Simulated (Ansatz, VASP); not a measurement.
## Two plane-wave programs on Al5BP6

```xyz
12
Lattice="-0.0003 0.0008 6.2036 6.5354 -0.0005 -0.0003 -3.2681 5.6600 0.0008" Properties=species:S:1:pos:R:3 pbc="T T T"
Al    1.1803    5.6595    0.0020
Al    1.0428    1.8070    0.0015
Al   -2.2250    3.8524    0.0020
Al    3.2679    1.8867    3.1065
Al    0.0000    3.7736    3.1066
B     0.0002    0.0005    3.0884
P     4.6261    0.0004    2.3937
P     0.9549    1.6543    2.3942
P    -2.3130    4.0069    2.3945
P    -0.0005    0.0003    5.1188
P     3.2668    1.8868    5.4817
P    -0.0010    3.7738    5.4820
```

Change from the starting cell: cell x1, atoms moved at random (sigma 0.1 Å) and cell strained at random (1.5 %), then relaxed without symmetry.

Alike in both runs: functional PBE; k mesh 2 × 3 × 3; occupations gaussian, width 0.1 eV; no spin polarisation.

Ansatz relaxed the structure, and its values are those at the end. VASP's run is a single point on that final structure, the one shown.

|  | VASP | Ansatz |
| --- | --- | --- |
| version | VASP 6.6.1 | Ansatz 0.2.0 |
| potentials or method | VASP PAW PBE potentials, release 64 (Al, B, P), cutoff 520 eV | scalar-relativistic, plane waves, PAW |
| valence electrons in the cell | 48 | 48 |

|  | VASP | Ansatz | Ansatz less VASP |
| --- | --- | --- | --- |
| gap on the k mesh at the Fermi level (eV) | 1.70 | 1.70 | +0.001 |
| least direct gap on the mesh (eV) | 1.99 | 2.00 | +0.002 |
| pressure (GPa) | -0.1 | 0.0 | +0.11 |
| rms of the force components (eV/Å) | 0.003 | 0.004 | +0.0009 |

The functional is the same, so the differences come from potentials, cutoffs and numerics.

The k mesh is coarse, so the values compare programs but aren't converged.
